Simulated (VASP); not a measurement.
Input of a VASP 6.6.1 run:

Contents of INCAR:

```
PREC = Accurate
ENCUT = 520
EDIFF = 1E-6
ISMEAR = 0
SIGMA = 0.05
LREAL = F
LASPH = T
NELM = 100
ALGO = Normal
ISIF = 2
LWAVE = F
LCHARG = F
GGA = PE
NBANDS = 16
```

Contents of KPOINTS:

```
Automatic mesh
0
Gamma
  12 12 12
```

File POSCAR:

```
InP
1.0
    0.0000000000      2.9319607337      3.0785587704
    2.9319607337      0.0000000000      3.0785587704
    2.9319607337      2.9319607337      0.0000000000
In P
1 1
Direct
    0.0000000000      0.0000000000      0.0000000000
    0.7500000000      0.7500000000      0.7500000000
```

Potentials or basis: VASP PAW PBE potentials, release 64 (In_d, P).

Run with:

```sh
$ cat potpaw_PBE.64/In_d/POTCAR potpaw_PBE.64/P/POTCAR > POTCAR
$ mpirun -np 1 vasp_std > vasp.out
```

Question: What does it give for the pressure?

Answer: -0.1 GPa.

Question: What does it give for the band gap on the k mesh?

Answer: 0.35 eV, direct.

Stress tensor (GPa, compression positive):
```
 0.62  0.00  0.00
 0.00  0.62  0.00
 0.00  0.00 -1.58
```

Caveat: spin-orbit coupling is left out, which moves the levels of the heavy elements.
